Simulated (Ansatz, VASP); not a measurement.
# Ir in VASP and in Ansatz

The input INCAR:

```
PREC = Accurate ; ENCUT = 520
EDIFF = 1E-6 ; ISMEAR = 0
SIGMA = 0.05 ; LREAL = False
LASPH = True ; NELM = 60
ALGO = Normal ; ISIF = 2
LWAVE = False ; LCHARG = False
GGA = PE ; NBANDS = 10
```

KPOINTS

```
Automatic mesh
0
Gamma
  16 16 16
```

File POSCAR:

```
Ir
1.0
    0.0000000000      1.9156000000      1.9156000000
    1.9156000000      0.0000000000      1.9156000000
    1.9156000000      1.9156000000      0.0000000000
Ir
1
Direct
    0.0000000000      0.0000000000      0.0000000000
```

Input for Ansatz:

```yaml
crystal:
  lattice:
    - [0.0, 1.9156, 1.9156]
    - [1.9156, 0.0, 1.9156]
    - [1.9156, 1.9156, 0.0]
  atoms:
    - { symbol: Ir, position: [0.0, 0.0, 0.0] }
basis:
  ecutwfc: 420
  fft_grid_basis: typed
kpoints:
  mp_grid: { grid: [16, 16, 16] }
hamiltonian:
  xc: pbe
scf:
  occupations: { method: gaussian, width: 0.05 }
output:
  forces: true
  stress: true
  eigenvalues: true
  bader: true
  write_density: true
  volumetric_format: npy
  elf: true
```

Alike in both runs: task single point; functional PBE; k mesh 16 × 16 × 16; occupations gaussian, width 0.05 eV; no spin polarisation.

|  | VASP | Ansatz |
| --- | --- | --- |
| version | VASP 6.6.1 | Ansatz 0.2.0 |
| potentials or method | VASP PAW PBE potentials, release 64 (Ir), cutoff 520 eV | scalar-relativistic, plane waves, PAW |
| valence electrons in the cell | 9 | 17 |

```csv
,VASP,Ansatz,Ansatz less VASP
gap on the k mesh at the Fermi level (eV),none,none,-
pressure (GPa),12.5,11.8,-0.65
```

A gap of «none» marks a metal or a gap that the smearing closes. With one functional, cell and mesh, what is left measures potentials, basis and numerics. VASP's potentials hold 9 valence electrons a cell and Ansatz's 17, so a difference there can come from the potentials and not from the codes.

Neither program's run includes spin-orbit coupling.
